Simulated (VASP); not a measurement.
# KF (Fm-3m) in VASP: further runs, part 2 of 2

VASP 6.6.1. Earlier steps stand in the parts before.

## (5) Single point, HSE06

This run uses another cell than the first one, of 18.31 Å³/atom.

POSCAR reads:

```
KF
1.0
    0.0000000000      2.6357394923      2.6357394923
    2.6357394923      0.0000000000      2.6357394923
    2.6357394923      2.6357394923      0.0000000000
K F
1 1
Direct
    0.0000000000      0.0000000000      0.0000000000
    0.5000000000      0.5000000000      0.5000000000
```

INCAR.step1 reads:

```
  PREC = Accurate
  ENCUT = 520
  EDIFF = 1E-5
  ISMEAR = -1
  SIGMA = 0.05
  LREAL = False
  LASPH = True
  NELM = 60
  ALGO = Normal
  ISIF = 2
  LWAVE = True
  LCHARG = False
  NBANDS = 15
  GGA = PE
```

INCAR.step2 reads:

```
  PREC = Accurate
  ENCUT = 520
  EDIFF = 1E-6
  ISMEAR = -1
  SIGMA = 0.05
  LREAL = False
  LASPH = True
  NELM = 60
  ALGO = Normal
  ISIF = 2
  LWAVE = False
  LCHARG = False
  GGA = PE
  LHFCALC = True
  HFSCREEN = 0.2079
  PRECFOCK = Normal
  NBANDS = 15
  ISTART = 1
```

KPOINTS reads:

```
Automatic mesh
0
Gamma
  6 6 6
```

Potentials or basis: VASP PAW PBE potentials, release 64 (K_sv, F).

Run with:

```
$ cat potpaw_PBE.64/K_sv/POTCAR potpaw_PBE.64/F/POTCAR > POTCAR
$ cp INCAR.step1 INCAR
$ mpirun -np 1 vasp_std > vasp.out
$ cp INCAR.step2 INCAR
$ mpirun -np 1 vasp_std > vasp.out
```

OUTCAR:

```text
PREC = Accurate
   ENCUT = 520
   EDIFF = 1E-6
   ISMEAR = -1
   LREAL = False
   LASPH = True
   NELM = 60
   ISIF = 2
   GGA = PE
   LHFCALC = True
   HFSCREEN = 0.2079
   PRECFOCK = Normal
   ISTART = 1

 ion  position               nearest neighbor table
   1  0.000  0.000  0.000-   2 2.64   2 2.64   2 2.64   2 2.64   2 2.64   2 2.64
   2  0.500  0.500  0.500-   1 2.64   1 2.64   1 2.64   1 2.64   1 2.64   1 2.64

[... 473 lines left out ...]
     14      13.6275      0.00000
     15      13.9687      0.00000

------------------------ aborting loop because EDIFF is reached ----------------------------------------

  FORCE on cell =-STRESS in cart. coord.  units (eV):
  Direction    XX          YY          ZZ          XY          YZ          ZX
  --------------------------------------------------------------------------------------
  -------------------------------------------------------------------------------------
  Total        0.4915416      0.4915416      0.4915416      0.0000000      0.0000000      0.0000000
  in kB       21.5047027     21.5047027     21.5047027      0.0000000      0.0000000      0.0000000
  external PRESSURE =      21.5047027 kB  Pullay stress =       0.0000000 kB

 VOLUME and BASIS-vectors are now :
 -----------------------------------------------------------------------------
  energy-cutoff  :      520.00
  volume of cell :       36.62
      direct lattice vectors                 reciprocal lattice vectors
     0.000000000  2.635739492  2.635739492    -0.189700083  0.189700083  0.189700083
     2.635739492  0.000000000  2.635739492     0.189700083 -0.189700083  0.189700083
     2.635739492  2.635739492  0.000000000     0.189700083  0.189700083 -0.189700083

 POSITION                                       TOTAL-FORCE (eV/Angst)
 -----------------------------------------------------------------------------------
      0.00000      0.00000      0.00000         0.000000      0.000000     -0.000000
      2.63574      2.63574      2.63574        -0.000000     -0.000000      0.000000
 -----------------------------------------------------------------------------------
    total drift:                                0.000000      0.000000      0.000000

  FREE ENERGIE OF THE ION-ELECTRON SYSTEM (eV)
  ---------------------------------------------------
  free  energy   TOTEN  =        -9.9508524551 eV

  energy  without entropy=       -9.9508524551  energy(sigma->0) =       -9.95085246
```

OSZICAR.step1:

```text
N       E                     dE             d eps       ncg     rms          rms(c)
DAV:   1     0.109913211632E+03    0.10991E+03   -0.82248E+03   480   0.103E+03
DAV:   2    -0.505018653865E+01   -0.11496E+03   -0.10567E+03   642   0.280E+02
DAV:   3    -0.941170291157E+01   -0.43615E+01   -0.43434E+01   614   0.486E+01
DAV:   4    -0.951884824770E+01   -0.10715E+00   -0.10712E+00   660   0.728E+00
DAV:   5    -0.952046614918E+01   -0.16179E-02   -0.16179E-02   645   0.836E-01    0.640E+00
DAV:   6    -0.829481845057E+01    0.12256E+01   -0.34471E+00   501   0.152E+01    0.427E+00
DAV:   7    -0.826821826013E+01    0.26600E-01   -0.67385E-02   606   0.224E+00    0.241E+00
DAV:   8    -0.826497957103E+01    0.32387E-02   -0.49174E-02   515   0.221E+00    0.193E-01
DAV:   9    -0.826645054647E+01   -0.14710E-02   -0.39370E-03   613   0.520E-01    0.124E-01
DAV:  10    -0.826698153775E+01   -0.53099E-03   -0.46137E-04   515   0.189E-01    0.583E-02
DAV:  11    -0.826710305647E+01   -0.12152E-03   -0.12673E-04   515   0.956E-02    0.204E-02
DAV:  12    -0.826710085658E+01    0.21999E-05   -0.13707E-05   532   0.379E-02
   1 F= -.82671009E+01 E0= -.82671009E+01  d E =-.106387E-09
```

Wall time 50 min (1 thread of Intel Xeon Platinum 8259CL at 2.50GHz (Skylake/Cascade Lake), shared host); peak memory 0.28 GiB.

Results:

| Quantity | Value |
| --- | --- |
| Free energy | -9.9509 eV |
| Pressure | 2.2 GPa |
| Band gap on the k mesh | 8.40 eV |

Levels at points of the mesh, in eV from the valence-band top:
| k point | band 5 | band 6 | band 7 | band 8 | band 9 | band 10 | band 11 | band 12 |
| --- | --- | --- | --- | --- | --- | --- | --- | --- |
| (0.00, 0.00, 0.00) | -9.39 | 0.00 | 0.00 | 0.00 | 8.40 | 13.14 | 13.14 | 13.14 |
| (0.50, 0.00, 0.00) | -9.42 | -0.83 | -0.39 | -0.39 | 11.40 | 12.99 | 14.76 | 14.76 |
| (0.50, 0.50, 0.00) | -9.64 | -0.17 | -0.04 | -0.04 | 10.36 | 12.88 | 14.28 | 16.48 |

Caveat: the PAW data sets were made with another functional, which shifts forces and pressure a little.

## (6) Overview

| task | level | spin | cell | k mesh | cutoff (eV) | smearing | grid for exact exchange (PRECFOCK) | share of exact exchange | screening parameter | gap on the mesh (eV) | pressure (GPa) | moment (μB) |
| --- | --- | --- | --- | --- | --- | --- | --- | --- | --- | --- | --- | --- |
| single point | PBE+D3(BJ) | non-collinear, zero start, SOC | a = 3.780 Å, angles 60.0°, 2 atoms | 7 × 7 × 7 | 520 | methfessel-paxton 0.025 eV | - | - | - | - | 0.1 | 0.00 |
| relaxation of cell and atoms | PBE+D3(BJ) | non-collinear, zero start, SOC | relaxed from a = 3.727 Å, angles 60.0°, 2 atoms | 7 × 7 × 7 | 600 | methfessel-paxton 0.025 eV | - | - | - | - | 0.0 | 0.00 |
| single point | HSE06 | off | a = 3.828 Å, angles 60.0°, 2 atoms | 6 × 6 × 6 | 520 | fermi-dirac 0.05 eV | Normal | 0.25 | 0.2079 1/Å | 7.94 | -0.7 | - |
| single point | HSE06 | off | a = 3.727 Å, angles 60.0°, 2 atoms | 6 × 6 × 6 | 520 | fermi-dirac 0.05 eV | Normal | 0.25 | 0.2079 1/Å | 8.40 | 2.2 | - |

Alike in all rows: potentials or basis VASP PAW PBE potentials, release 64 (K_sv, F).

Caveats: the PAW data sets were made with another functional, which shifts forces and pressure a little (at least some runs).

Absolute energies hang on the potentials; compare differences alone.
